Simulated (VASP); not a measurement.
The system is CsPbCl3.

```xyz
5
Lattice="5.7403 0.0000 0.0000 0.0000 5.7403 0.0000 0.0000 0.0000 5.7403" Properties=species:S:1:pos:R:3 pbc="T T T"
Cs    0.0000    0.0000    0.0000
Pb    2.8701    2.8701    2.8701
Cl    2.8701    2.8701    0.0000
Cl    0.0000    2.8701    2.8701
Cl    2.8701    0.0000    2.8701
```

| Quantity | Value |
| --- | --- |
| Program | VASP 6.6.1 |
| Task | relaxation of cell and atoms |
| Functional | LDA |
| Potentials or basis | VASP PAW LDA potentials, release 64 (Cs_sv, Pb_d, Cl) |
| Cutoff | 600 eV |
| k mesh | 4 × 4 × 4 |
| Occupations | fermi-dirac, width 0.02 eV |
| Spin | no spin polarisation |

At the start: pressure -2.5 GPa; volume 37.83 Å³/atom.

Where does the relaxation end?

Over 3 steps the energy falls by 34.6 meV/atom and the volume is 33.89 Å³/atom (-10.4 %); space group Pm-3m (No. 221, to 0.1 Å) before and after.

Step by step:
```
step  energy change (eV)  largest force (eV/Å)  pressure (GPa)  volume (Å³)
   1              0.0000                0.0000           -2.53       189.15
   2             -0.1650                0.0000           -0.65       173.29
   3             -0.1732                0.0000           -0.02       169.45
```

Final structure:
```
Cs Pb Cl
1.0
     5.53370    0.00000    0.00000
     0.00000    5.53370    0.00000
     0.00000    0.00000    5.53370
Cs Pb Cl
1 1 3
Direct
  0.00000 0.00000 0.00000
  0.50000 0.50000 0.50000
  0.50000 0.50000 0.00000
  0.00000 0.50000 0.50000
  0.50000 0.00000 0.50000
```
